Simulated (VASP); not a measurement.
A run of VASP 6.6.1 is set up as follows.

INCAR

```
SYSTEM = Pd4CO
PREC     = Accurate       ! precision mode
ENCUT    = 520            ! plane-wave cutoff, eV
EDIFF    = 1E-6           ! SCF threshold, eV
ISMEAR   = 0              ! smearing method
SIGMA    = 0.1            ! smearing width, eV
LREAL    = .FALSE.        ! projectors in reciprocal space
LASPH    = .TRUE.         ! aspherical terms in the spheres
NELM     = 120            ! most SCF steps
ALGO     = Normal         ! electronic algorithm
ISIF     = 2              ! what is computed and relaxed
LWAVE    = .FALSE.        ! write WAVECAR
LCHARG   = .FALSE.        ! write CHGCAR
LDIPOL   = .TRUE.       
IDIPOL   = 3            
DIPOL    = 0.5 0.5 0.509
NBANDS   = 50             ! bands
GGA_COMPAT= .FALSE.      
NELMDL   = -8
```

Contents of KPOINTS:

```
regular mesh
0
G
  11 11 1
  0 0 0
```

POSCAR

```
Pd4CO
1.0
    2.7145474439      0.0000000000      0.0000000000
    0.0000000000      2.7145474439      0.0000000000
    0.0000000000      0.0000000000     25.9084247163
Pd C O
4 1 1
Direct
    0.5000000000      0.5000000000      0.3280786113
    0.0000000000      0.0000000000      0.4021655126
    0.5000000000      0.5000000000      0.4768851937
    0.0000000000      0.0000000000      0.5542473974
    0.0000000000      0.0000000000      0.6252013627
    0.0000000000      0.0000000000      0.6692677126
```

Potentials or basis: VASP PAW LDA potentials, release 64 (Pd_sv_GW, C, O).

Run with:

```bash
$ cat potpaw_LDA.64/Pd_sv_GW/POTCAR potpaw_LDA.64/C/POTCAR potpaw_LDA.64/O/POTCAR > POTCAR
$ mpirun -np 1 vasp_std > vasp.out
```

Question: Predict the band gap on the k mesh.

Answer: Zero (bands 41 and 42 overlap by 1.16 eV).

Question: Predict the largest force.

Answer: 1.029 eV/Å.

Forces on the atoms (eV/Å):
```
Pd   0.000  0.000  0.146
Pd   0.000  0.000 -0.178
Pd   0.000  0.000  0.002
Pd   0.000  0.000 -0.004
C    0.000  0.000 -0.995
O    0.000  0.000  1.029
```
